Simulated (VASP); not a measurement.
Here is a VASP 6.6.1 calculation.

INCAR

```
ALGO     = Normal         # electronic algorithm
EDIFF    = 1E-6           # SCF threshold, eV
ENCUT    = 600            # plane-wave cutoff, eV
GGA      = PE             # functional
GGA_COMPAT= F            
ISIF     = 2              # what is computed and relaxed
ISMEAR   = 0              # smearing method
LASPH    = T              # aspherical terms in the spheres
LCHARG   = F              # write CHGCAR
LREAL    = F              # projectors in reciprocal space
LWAVE    = F              # write WAVECAR
NBANDS   = 32             # bands
NELM     = 120            # most SCF steps
PREC     = Accurate       # precision mode
SIGMA    = 0.15           # smearing width, eV
```

KPOINTS

```
k-points
0
Gamma
  3 3 4
```

File POSCAR:

```
NaPt2BrO2
1.0
    2.6395605781     -5.6160725084      0.0000000000
    2.6395605781      5.6160725084      0.0000000000
    0.0000000000      0.0000000000      3.3914973005
Na Pt Br O
1 2 1 2
Direct
    0.0000000000      0.0000000000      0.0000000000
    0.5000000000      0.0000000000      0.5000000000
    0.0000000000      0.5000000000      0.5000000000
    0.5000000000      0.5000000000      0.5000000000
    0.7951530611      0.2048469389      0.0000000000
    0.2048469389      0.7951530611      0.0000000000
```

Potentials or basis: VASP PAW PBE potentials, release 64 (Na_pv, Pt, Br, O).

Command:

```sh
$ cat potpaw_PBE.64/Na_pv/POTCAR potpaw_PBE.64/Pt/POTCAR potpaw_PBE.64/Br/POTCAR potpaw_PBE.64/O/POTCAR > POTCAR
$ mpirun -np 1 vasp_std > vasp.out
```

Q: Predict the band gap on the k mesh.

A: Zero (band 23 reaches 4.92 eV, above the bottom of band 24 at 4.27 eV).

Q: Estimate the pressure.

A: -0.1 GPa.

Q: Predict the largest force.

A: 0.009 eV/Å.

Stress tensor (GPa, compression positive):
```
-0.28  0.00  0.00
 0.00  0.35  0.00
 0.00  0.00 -0.28
```

Caveat: the k points lie up to 0.46 Å⁻¹ apart; spin-orbit coupling is left out, which moves the levels of the heavy elements.
